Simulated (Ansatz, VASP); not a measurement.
## Na2HgH4: VASP beside Ansatz

The input INCAR:

```
SYSTEM = Na2HgH4
ALGO     = Normal         ! electronic algorithm
EDIFF    = 1E-6           ! SCF threshold, eV
ENCUT    = 520            ! plane-wave cutoff, eV
GGA      = PE             ! functional
ISIF     = 2              ! what is computed and relaxed
ISMEAR   = 0              ! smearing method
LASPH    = .TRUE.         ! aspherical terms in the spheres
LCHARG   = .TRUE.         ! write CHGCAR
LELF     = .TRUE.         ! ELF
LREAL    = .FALSE.        ! projectors in reciprocal space
LVHAR    = .TRUE.       
LWAVE    = .FALSE.        ! write WAVECAR
NBANDS   = 24             ! bands
NELM     = 80             ! most SCF steps
PREC     = Accurate       ! precision mode
SIGMA    = 0.1            ! smearing width, eV
```

Contents of KPOINTS:

```
k-points
0
G
  6 6 6
  0 0 0
```

Contents of POSCAR:

```
Na2HgH4
1.0
   -2.3265000000      2.3265000000      5.0752698500
    2.3265000000     -2.3265000000      5.0752698500
    2.3265000000      2.3265000000     -5.0752698500
Na Hg H
2 1 4
Direct
    0.6437500000      0.6437500000      0.0000000000
    0.3562500000      0.3562500000      0.0000000000
    0.0000000000      0.0000000000      0.0000000000
    0.0000000000      0.5000000000      0.5000000000
    0.5000000000      0.0000000000      0.5000000000
    0.2500000000      0.7500000000      0.5000000000
    0.7500000000      0.2500000000      0.5000000000
```

Input for Ansatz:

```yaml
crystal:
  lattice:
    - [-2.3265, 2.3265, 5.07526985]
    - [2.3265, -2.3265, 5.07526985]
    - [2.3265, 2.3265, -5.07526985]
  atoms:
    - { symbol: Na, position: [0.64375, 0.64375, 0.0] }
    - { symbol: Na, position: [0.35625, 0.35625, 0.0] }
    - { symbol: Hg, position: [0.0, 0.0, 0.0] }
    - { symbol: H, position: [0.0, 0.5, 0.5] }
    - { symbol: H, position: [0.5, 0.0, 0.5] }
    - { symbol: H, position: [0.25, 0.75, 0.5] }
    - { symbol: H, position: [0.75, 0.25, 0.5] }
basis:
  ecutwfc: 420
kpoints:
  mp_grid: { grid: [6, 6, 6] }
hamiltonian:
  xc: pbe
scf:
  occupations: { method: gaussian, width: 0.1 }
  lower_state_search: "off"
output:
  forces: true
  stress: true
  eigenvalues: true
```

Alike in both runs: task single point; functional PBE; k mesh 6 × 6 × 6; occupations gaussian, width 0.1 eV; no spin polarisation.

|  | VASP | Ansatz |
| --- | --- | --- |
| version | VASP 6.6.1 | Ansatz 0.2.0 |
| potentials or method | VASP PAW PBE potentials, release 64 (Na_pv, Hg, H), cutoff 520 eV | scalar-relativistic, plane waves, PAW |
| valence electrons in the cell | 30 | 42 |

VASP gave:

- gap on the k mesh at the Fermi level (eV): none
- pressure (GPa): -5.2
- traceless stress, the component that is largest in VASP (GPa): 8.32
- rms of the force components (eV/Å): 0.242

Task: Estimate Ansatz's values.

Result: gap on the k mesh at the Fermi level (eV): none; pressure (GPa): -5.2; traceless stress, the component that is largest in VASP (GPa): 8.37; rms of the force components (eV/Å): 0.242.

Atom by atom the forces differ by 0.000 eV/Å (rms over components). A gap of «none» marks a metal or a gap that the smearing closes. The functional is the same, so the differences come from potentials, cutoffs and numerics. VASP's potentials hold 30 valence electrons a cell and Ansatz's 42, so a difference there can come from the potentials and not from the codes.

Spin-orbit coupling is off throughout.
